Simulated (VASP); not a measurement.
# Ta (P6_3/mmc) in VASP: further runs

Ta is run at these levels: PBE; tasks: single point.

Program: VASP 6.6.1. These are calculated values, not measurements. Logs are shortened: lines on timing, memory, paths and dates and some standing lists are left out, and cuts for length are marked.

## (1) The cell of the first run

It takes space group P6_3/mmc (No. 194, hexagonal). Conventional cell: a = 2.603 Å, b = 2.603 Å, c = 4.543 Å, α = 90.00°, β = 90.00°, γ = 120.00°. Ta (site symmetry -6m2) has 12 Ta at 2.60 to 2.72 Å within 3.4 Å.

This isn't the form of Ta at room conditions, which is bcc.

## (2) Single point, PBE

INCAR reads:

```
SYSTEM = Ta
PREC = Accurate
ENCUT = 520
EDIFF = 1E-7
ISMEAR = -1
SIGMA = 0.1
LREAL = .False.
LASPH = .True.
NELM = 100
ALGO = Normal
ISIF = 2
LWAVE = .False.
LCHARG = .True.
GGA = PE
LELF = .True.
LVHAR = .True.
NBANDS = 18
```

KPOINTS reads:

```
regular mesh
0
Gamma
  17 17 9
  0 0 0
```

POSCAR reads:

```
Ta
1.0
    2.6028865756      0.0000000000      0.0000000000
   -1.3014432878      2.2541658976      0.0000000000
    0.0000000000      0.0000000000      4.5426619004
Ta
2
Direct
    0.3333333333      0.6666666667      0.2500000000
    0.6666666667      0.3333333333      0.7500000000
```

Potentials or basis: VASP PAW PBE potentials, release 64 (Ta_pv).

Command:

```sh
cat potpaw_PBE.64/Ta_pv/POTCAR > POTCAR
mpirun -np 1 vasp_std > vasp.out
```

OUTCAR:

```text
SYSTEM = Ta
   PREC = Accurate
   ENCUT = 520
   EDIFF = 1E-7
   ISMEAR = -1
   LREAL = .False.
   LASPH = .True.
   NELM = 100
   ISIF = 2
   GGA = PE

 ion  position               nearest neighbor table
   1  0.333  0.667  0.250-   2 2.72   2 2.72   2 2.72   2 2.72   2 2.72   2 2.72
   2  0.667  0.333  0.750-   1 2.72   1 2.72   1 2.72   1 2.72   1 2.72   1 2.72

  LATTYP: Found a hexagonal cell.
 ALAT       =     2.6028865756
 C/A-ratio  =     1.7452400512

  Lattice vectors:

 A1 = (   2.6028865756,   0.0000000000,   0.0000000000)
 A2 = (  -1.3014432878,   2.2541658976,   0.0000000000)
 A3 = (   0.0000000000,   0.0000000000,   4.5426619004)

Analysis of symmetry for initial positions (statically):
=====================================================================
 Subroutine PRICEL returns:
 Original cell was already a primitive cell.

 Routine SETGRP: Setting up the symmetry group for a
 hexagonal supercell.

 Subroutine GETGRP returns: Found 24 space group operations
 (whereof 12 operations were pure point group operations)
 out of a pool of 24 trial point group operations.

The static configuration has the point symmetry D_3d.
 The point group associated with its full space group is D_6h.

Analysis of symmetry for dynamics (positions and initial velocities):
=====================================================================
 Subroutine PRICEL returns:
 Original cell was already a primitive cell.

 Routine SETGRP: Setting up the symmetry group for a
 hexagonal supercell.

 Subroutine GETGRP returns: Found 24 space group operations
 (whereof 12 operations were pure point group operations)
 out of a pool of 24 trial point group operations.

The dynamic configuration has the point symmetry D_3d.
 The point group associated with its full space group is D_6h.

 Subroutine INISYM returns: Found 24 space group operations
 (whereof 12 operations are pure point group operations),
 and found     1 'primitive' translations

----------------------------------------------------------------------------------------

                                     Primitive cell

  volume of cell :      26.6533

  direct lattice vectors                    reciprocal lattice vectors
     2.602886576  0.000000000  0.000000000     0.384188850  0.221811536  0.000000000
    -1.301443288  2.254165898  0.000000000     0.000000000  0.443623072  0.000000000
     0.000000000  0.000000000  4.542661900     0.000000000  0.000000000  0.220135247

  length of vectors
     2.602886576  2.602886576  4.542661900     0.443623072  0.443623072  0.220135247

  position of ions in fractional coordinates (direct lattice)
     0.333333333  0.666666667  0.250000000
     0.666666667  0.333333333  0.750000000

  ion indices of the primitive-cell ions
   primitive index   ion index
                 1           1
                 2           2

----------------------------------------------------------------------------------------

 KPOINTS: regular mesh

Automatic generation of k-mesh.
 Grid dimensions read from file:
 generate k-points for:   17   17    9

 Generating k-lattice:

  Cartesian coordinates                     Fractional coordinates (reciprocal lattice)
     0.022599344  0.013047737  0.000000000     0.058823529  0.000000000  0.000000000
     0.000000000  0.026095475  0.000000000     0.000000000  0.058823529  0.000000000
     0.000000000  0.000000000  0.024459472     0.000000000  0.000000000  0.111111111

  Length of vectors
     0.026095475  0.026095475  0.024459472

  Shift w.r.t. Gamma in fractional coordinates (k-lattice)
     0.000000000  0.000000000  0.000000000

 Subroutine IBZKPT returns following result:
 ===========================================

 Found    165 irreducible k-points:

 Following reciprocal coordinates:
            Coordinates               Weight
  0.000000  0.000000  0.000000      1.000000
  0.058824  0.000000  0.000000      6.000000
  0.117647  0.000000  0.000000      6.000000
  0.176471  0.000000  0.000000      6.000000
  0.235294  0.000000  0.000000      6.000000
  0.294118  0.000000  0.000000      6.000000
[... 16 lines left out ...]
  0.411765  0.117647  0.000000     12.000000
  0.176471  0.176471  0.000000      6.000000
 [... further k-points ...]
   k-points           NKPTS =    165   k-points in BZ     NKDIM =    165   number of bands    NBANDS=     18
   number of dos      NEDOS =    301   number of ions     NIONS =      2
   total plane-waves  NPLWV =  14400
   dimension x,y,z NGX =    20 NGY =   20 NGZ =   36
   dimension x,y,z NGXF=    40 NGYF=   40 NGZF=   72
   ions per type =               2
   NGX,Y,Z   is equivalent  to a cutoff of  12.77, 12.77, 13.17 a.u.
   NGXF,Y,Z  is equivalent  to a cutoff of  25.55, 25.55, 26.35 a.u.
 SYSTEM =  Ta
   PREC   = accura    normal or accurate (medium, high low for compatibility)
   ISTART =      0    job   : 0-new  1-cont  2-samecut
   ICHARG =      2    charge: 1-file 2-atom 10-const
   ISPIN  =      1    spin polarized calculation?
   LNONCOLLINEAR =      F non collinear calculations
   LSORBIT =      F    spin-orbit coupling
   LASPH  =      T    aspherical Exc in radial PAW
   ENCUT  =  520.0 eV  38.22 Ry    6.18 a.u.   4.84  4.84  8.45*2*pi/ulx,y,z
   NELM   =    100;   NELMIN=  2; NELMDL= -5     # of ELM steps
   EDIFF  = 0.1E-06   stopping-criterion for ELM
   LREAL  =      F    real-space projection
   EDIFFG = 0.1E-05   stopping-criterion for IOM
   NSW    =      0    number of steps for IOM
   IBRION =     -1    ionic relax: 0-MD 1-quasi-New 2-CG
   NFREE  =      0    steps in history (QN), initial steepest desc. (CG)
   ISIF   =      2    stress and relaxation
   ISYM   =      2    0-nonsym 1-usesym 2-fastsym
   POTIM  = 0.5000    time-step for ionic-motion
   TEBEG  =    0.0;   TEEND  =   0.0 temperature during run
   PSTRESS=    0.0 pullay stress
   NELECT =      22.0000    total number of electrons
   NUPDOWN=      -1.0000    fix difference up-down
   EMIN   =  10.00;   EMAX   =-10.00  energy-range for DOS
   EFERMI =   0.00;   METHOD = LEGACY
   ISMEAR =    -1;   SIGMA  =   0.10  broadening in eV -4-tet -1-fermi 0-gaus
   EFERMI_NEDOS =   21; number of points for ismear=-14 and -15
   IALGO  =     38    algorithm
   IMIX   =      4    mixing-type and parameters
     AMIX     =   0.40;   BMIX     =  1.00
     AMIX_MAG =   1.60;   BMIX_MAG =  1.00
  volume/ion in A,a.u.               =      13.33        89.93
  Fermi-wavevector in a.u.,A,eV,Ry     =   1.535672  2.902000 32.086475  2.358289
  Thomas-Fermi vector in A             =   2.642428
   LORBIT       =      0    0 simple, 1 ext, 2 COOP (PROOUT), +10 PAW based schemes
   GGA     = PE    functional components
   LHFCALC =     F    Hartree Fock is set to
   AEXX    =    0.0000 exact exchange contribution
   IVDW    =     0    specifies the selected vdW correction
   LEPSILON=     F    determine dielectric tensor
   LRPA    =     F    only Hartree local field effects (RPA)
 non-spin polarized calculation
  energy-cutoff  :      520.00
  volume of cell :       26.65
 maximum number of plane-waves:       731
 NGX is ok and might be reduce to    20
   NGX =  9   NGY =  9   NGZ = 17

 number of electron      22.0000000 magnetization

 Free energy of the ion-electron system (eV)
  ---------------------------------------------------
  ext. energy  EPLUGINS =         0.00000000
  ---------------------------------------------------
  free energy    TOTEN  =       -19.95161379 eV

  energy without entropy =      -19.89365094  energy(sigma->0) =      -19.92263237

 E-fermi :   8.8227     XC(G=0): -14.2337

 val. band max:        8.8214367367   @ k =   0.2941   0.0000   0.3333
 cond. band min:       8.8365437529   @ k =   0.1765   0.1176   0.1111
 fundamental gap:      0.0151070162
 Fermi energy:         8.8227046886

 k-point     1 :       0.0000    0.0000    0.0000
  band No.  band energies     occupation
      1     -26.4099      2.00000
      2     -23.8019      2.00000
      3     -23.7308      2.00000
      4     -23.7308      2.00000
      5     -23.4674      2.00000
      6     -23.4674      2.00000
[... 10 lines left out ...]
     17      16.0436      0.00000
     18      16.0436      0.00000

 k-point     2 :       0.0588    0.0000    0.0000
  band No.  band energies     occupation
      1     -26.3780      2.00000
      2     -23.8359      2.00000
      3     -23.8071      2.00000
      4     -23.7594      2.00000
      5     -23.5758      2.00000
      6     -23.4833      2.00000
[... 10 lines left out ...]
     17      16.1779      0.00000
     18      16.6451      0.00000

 k-point     3 :       0.1176    0.0000    0.0000
  band No.  band energies     occupation
      1     -26.2844      2.00000
      2     -24.1321      2.00000
      3     -23.8760      2.00000
      4     -23.8391      2.00000
      5     -23.8241      2.00000
      6     -23.5300      2.00000
[... 10 lines left out ...]
     17      16.4758      0.00000
     18      17.9273      0.00000

 k-point     4 :       0.1765    0.0000    0.0000
  band No.  band energies     occupation
      1     -26.1354      2.00000
      2     -24.5681      2.00000
      3     -24.3053      2.00000
      4     -23.9549      2.00000
      5     -23.8561      2.00000
      6     -23.6033      2.00000
[... 375 lines left out ...]
      4     -24.6373      2.00000
      5     -24.2216      2.00000
      6     -24.1832      2.00000
[... 10 lines left out ...]
     17      19.1292      0.00000
     18      22.4955      0.00000

 k-point    23 :       0.4118    0.1176    0.0000
  band No.  band energies     occupation
      1     -26.3777      2.00000
      2     -26.0014      2.00000
      3     -25.0642      2.00000
      4     -24.7032      2.00000
      5     -24.3111      2.00000
      6     -24.2279      2.00000
[... 10 lines left out ...]
     17      20.2675      0.00000
     18      21.9800      0.00000

 k-point    24 :       0.1765    0.1765    0.0000
  band No.  band energies     occupation
      1     -25.6655      2.00000
      2     -25.4014      2.00000
      3     -25.3697      2.00000
      4     -24.3399      2.00000
      5     -24.0538      2.00000
      6     -23.9995      2.00000
[... 10 lines left out ...]
     17      16.1511      0.00000
     18      21.5930      0.00000

 [... further k-points ...]
[... 5 lines left out ...]
  --------------------------------------------------------------------------------------
  -------------------------------------------------------------------------------------
  Total       20.2267938     20.2267938     20.1906622      0.0000000      0.0000000      0.0000000
  in kB     1215.8670685   1215.8670684   1213.6951382      0.0000000      0.0000000      0.0000000
  external PRESSURE =    1215.1430917 kB  Pullay stress =       0.0000000 kB

 VOLUME and BASIS-vectors are now :
 -----------------------------------------------------------------------------
  energy-cutoff  :      520.00
  volume of cell :       26.65
      direct lattice vectors                 reciprocal lattice vectors
     2.602886576  0.000000000  0.000000000     0.384188850  0.221811536  0.000000000
    -1.301443288  2.254165898  0.000000000     0.000000000  0.443623072  0.000000000
     0.000000000  0.000000000  4.542661900     0.000000000  0.000000000  0.220135247

 POSITION                                       TOTAL-FORCE (eV/Angst)
 -----------------------------------------------------------------------------------
     -0.00000      1.50278      1.13567        -0.000000     -0.000000      0.000000
      1.30144      0.75139      3.40700         0.000000      0.000000      0.000000
 -----------------------------------------------------------------------------------
    total drift:                                0.000000     -0.000000      0.000000

  FREE ENERGIE OF THE ION-ELECTRON SYSTEM (eV)
  ---------------------------------------------------
  free  energy   TOTEN  =       -19.9516137950 eV

  energy  without entropy=      -19.8936509418  energy(sigma->0) =      -19.92263237
```

Run time: 1.9 min. Hardware: 1 thread of Intel Xeon 8259CL, shared host; peak memory 0.19 GiB.

What came out:

* Free energy: -19.9516 eV
* Pressure: 121.5 GPa
* Band gap on the k mesh: zero (bands 11 and 12 overlap by 3.67 eV)

Stress tensor (GPa, compression positive):
```
121.59   0.00   0.00
  0.00 121.59   0.00
  0.00   0.00 121.37
```

Caveat: the cell stands under pressure; spin-orbit coupling is left out, which moves the levels of the heavy elements.

## (3) Single point, PBE

This run uses another cell than the first one, of 13.29 Å³/atom.

INCAR reads:

```
ALGO = Normal
EDIFF = 1E-6
ENCUT = 520
GGA = PE
ISIF = 2
ISMEAR = -1
LASPH = True
LCHARG = True
LELF = True
LREAL = False
LVHAR = True
LWAVE = False
NBANDS = 18
NELM = 100
PREC = Accurate
SIGMA = 0.1
```

KPOINTS reads:

```
k-points
0
Gamma
  17 17 9
```

POSCAR reads:

```
Ta
1.0
    2.6002022155      0.0000000000      0.0000000000
   -1.3001011077      2.2518411736      0.0000000000
    0.0000000000      0.0000000000      4.5404712860
Ta
2
Direct
    0.3333333333      0.6666666667      0.2500000000
    0.6666666667      0.3333333333      0.7500000000
```

Potentials or basis: VASP PAW PBE potentials, release 64 (Ta_pv).

Command:

```sh
cat potpaw_PBE.64/Ta_pv/POTCAR > POTCAR
mpirun -np 1 vasp_std > vasp.out
```

Run time: 70 s. Hardware: 1 thread of Intel Xeon 8259CL, shared host; peak memory 0.19 GiB.

Results (log left out):

| Quantity | Value |
| --- | --- |
| Free energy | -19.8998 eV |
| Pressure | 123.0 GPa |
| Band gap on the k mesh | zero (bands 11 and 12 overlap by 3.69 eV) |

Stress tensor (GPa, compression positive):
```
123.16   0.00   0.00
  0.00 123.16   0.00
  0.00   0.00 122.66
```

Levels at points of the mesh, in eV from the Fermi level:
```csv
k point,band 9,band 10,band 11,band 12,band 13,band 14
"(0.00, 0.00, 0.00)",-1.13,0.22,0.22,1.22,1.22,1.72
```

Caveat: the cell stands under pressure; spin-orbit coupling is left out, which moves the levels of the heavy elements.
